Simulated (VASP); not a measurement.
CoNiO2, 4 atoms in the cell. The structure is tetragonal, space group P4/mmm (No. 123). The conventional cell has a = 2.974 Å, b = 2.974 Å, c = 4.165 Å, α = 90.00°, β = 90.00°, γ = 90.00°. Within 2.8 Å of Ni (site symmetry 4/mmm) lie 6 O at 2.08 to 2.10 Å. Within 2.8 Å of Co (site symmetry 4/mmm) lie 6 O at 2.08 to 2.10 Å. O (site symmetry 4/mmm) has 2 Ni at 2.08 Å and 4 Co at 2.10 Å within 2.8 Å. Within 2.8 Å of O (site symmetry 4/mmm) lie 2 Co at 2.08 Å and 4 Ni at 2.10 Å.  This cell differs from its parent crystal: volume scaled by 0.96.

| Property | Result |
| --- | --- |
| Program | VASP 6.6.1 |
| Task | single point |
| Functional | PBEsol |
| Potentials or basis | VASP PAW PBE potentials, release 64 (Ni, Co, O) |
| Cutoff | 520 eV |
| k mesh | 9 × 9 × 6 |
| Occupations | fermi-dirac, width 0.05 eV |
| Spin | collinear spin, ferromagnetic start |
| Starting moments | [1.0, 2.0, 0.0, 0.0] μB |
| Dipole correction | no |
| Further INCAR settings | ALGO = Normal; EDIFF = 1e-07; NBANDS = 28 |

Potentials or basis: VASP PAW PBE potentials, release 64 (Ni, Co, O).

Run with:

```sh
$ cat potpaw_PBE.64/Ni/POTCAR potpaw_PBE.64/Co/POTCAR potpaw_PBE.64/O/POTCAR > POTCAR
$ mpirun -np 1 vasp_std > vasp.out
```

Hardware: 1 thread of Intel(R) Xeon(R) 6975P-C (Granite Rapids), with other jobs on the host.

Estimate the wall time of this run.

Run time: 86 s on 1 thread of Intel(R) Xeon(R) 6975P-C (Granite Rapids), on a shared host, peak memory 0.22 GiB. Counts: scf iterations 24, k points 60.
